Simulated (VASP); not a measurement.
Write the native input for VASP 6.6.1 that does the following.

- Task: single point
- Functional: LDA
- Potentials or basis: VASP PAW LDA potentials, release 64 (Si)
- Cutoff: 520 eV
- k mesh: 26 × 26 × 26
- Occupations: gaussian, width 0.15 eV
- Spin: no spin polarisation
- Dipole correction: no
- Further INCAR settings: ALGO = Fast; EDIFF = 1e-06; NBANDS = 11

The structure of Si lies in POSCAR:

```
Si
1.0
   -2.3824154513      2.3824154513      1.3052992358
    2.3824154513     -2.3824154513      1.3052992358
    2.3824154513      2.3824154513     -1.3052992358
Si
2
Direct
    0.3218226116      0.8218226116      0.5000000000
    0.4281773884      0.4281773884      0.0000000000
```

This cell differs from its parent crystal: atoms displaced along a vibrational mode.

These files were run (other wordings do the same):

INCAR

```
  PREC = Accurate
  ENCUT = 520
  EDIFF = 1E-6
  ISMEAR = 0
  SIGMA = 0.15
  LREAL = False
  LASPH = True
  NELM = 80
  ALGO = Fast
  ISIF = 2
  LWAVE = False
  LCHARG = True
  GGA = CA
  LELF = True
  LVHAR = True
  NBANDS = 11
```

KPOINTS

```
regular mesh
0
Gamma
  26 26 26
```

Potentials or basis: VASP PAW LDA potentials, release 64 (Si).

The run is started by

```sh
$ cat potpaw_LDA.64/Si/POTCAR > POTCAR
$ mpirun -np 1 vasp_std > vasp.out
```

It gave:

```yaml
Pressure: -0.2 GPa
Largest_force: 0.183 eV/Å
Band_gap_on_the_k_mesh: zero (bands 4 and 5 overlap by 6.96 eV)
```

Caveat: the cell differs from its parent crystal (atoms displaced along a vibrational mode); the stress differs along the axes, from -5 to 6 GPa.

It took 8.9 min on 1 thread of Oxide Virtual Turin-like Processor, with other jobs on the host, peak memory 0.63 GiB.
